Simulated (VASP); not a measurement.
Write the native input for VASP 6.6.1 that does the following.

```
Task                   : single point
Functional             : PBEsol
Potentials or basis    : VASP PAW PBE potentials, release 64 (Si)
Cutoff                 : 520 eV
k mesh                 : 10 × 10 × 10
Occupations            : gaussian, width 0.15 eV
Spin                   : no spin polarisation
Dipole correction      : no
Further INCAR settings : ALGO = Normal; EDIFF = 1e-06; NBANDS = 26
```

The structure of Si lies in POSCAR:

```
Si
1.0
   -3.3980774777      3.3980774777      3.0120558763
    3.3980774777     -3.3980774777      3.0120558763
    3.3980774777      3.3980774777     -3.0120558763
Si
8
Direct
    0.2047947401      0.2047947401      0.2047947401
    0.5000000000      0.0000000000      0.2952052599
    0.2952052599      0.5000000000      0.0000000000
    0.0000000000      0.2952052599      0.5000000000
    0.7952052599      0.7952052599      0.7952052599
    0.5000000000      0.0000000000      0.7047947401
    0.7047947401      0.5000000000      0.0000000000
    0.0000000000      0.7047947401      0.5000000000
```

One way to write it, as run:

INCAR

```
SYSTEM = Si
  ALGO = Normal
  EDIFF = 1E-6
  ENCUT = 520
  GGA = PS
  ISIF = 2
  ISMEAR = 0
  LASPH = .TRUE.
  LCHARG = .FALSE.
  LREAL = .FALSE.
  LWAVE = .FALSE.
  NBANDS = 26
  NELM = 80
  PREC = Accurate
  SIGMA = 0.15
```

KPOINTS

```
k-points
0
G
  10 10 10
  0 0 0
```

Potentials or basis: VASP PAW PBE potentials, release 64 (Si).

Command:

```console
$ cat potpaw_PBE.64/Si/POTCAR > POTCAR
$ mpirun -np 1 vasp_std > vasp.out
```

Results of the run:

```yaml
Pressure: 4.1 GPa
Largest_force: 1.014 eV/Å
Band_gap_on_the_k_mesh: zero (bands 16 and 17 overlap by 0.57 eV)
```

Caveat: the stress differs along the axes, from -2 to 14 GPa; semilocal functionals underestimate gaps, and a narrow one can read as zero; the PAW data sets were made with another functional, which shifts forces and pressure a little.

Wall time 14 min on 1 thread of Intel Xeon 8259CL, with other jobs on the host, peak memory 0.54 GiB.
